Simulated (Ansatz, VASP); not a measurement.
Two plane-wave programs on Pd

```
Pd
1.0
     0.00000    1.95677    1.95677
     1.95677    0.00000    1.95677
     1.95677    1.95677    0.00000
Pd
1
Cartesian
  0.0000 0.0000 0.0000
```

Alike in both runs: task single point; functional r2SCAN; k mesh 14 × 14 × 14; occupations fermi-dirac, width 0.03 eV; collinear spin.

|  | VASP | Ansatz |
| --- | --- | --- |
| version | VASP 6.6.1 | Ansatz 0.2.0 |
| potentials or method | VASP PAW PBE potentials, release 64 (Pd), cutoff 520 eV | plane waves (500 eV) with PAW, scalar-relativistic |
| valence electrons in the cell | 10 | 18 |

VASP gave:

* pressure (GPa): 0.7
* net moment per atom (μB): 0.48
* size of the moment on the site where the two differ most (μB): 0.49

Q: Which values does Ansatz return?

A: Pressure (GPa): 0.0; net moment per atom (μB): 0.48; size of the moment on the site where the two differ most (μB): 0.50.

VASP's potentials were made for PBE, not for r2SCAN. Site moments also hang on the region over which each program counts them. VASP's potentials hold 10 valence electrons a cell and Ansatz's 18, so a difference there can come from the potentials and not from the codes. Ansatz's warnings: stability check not made.
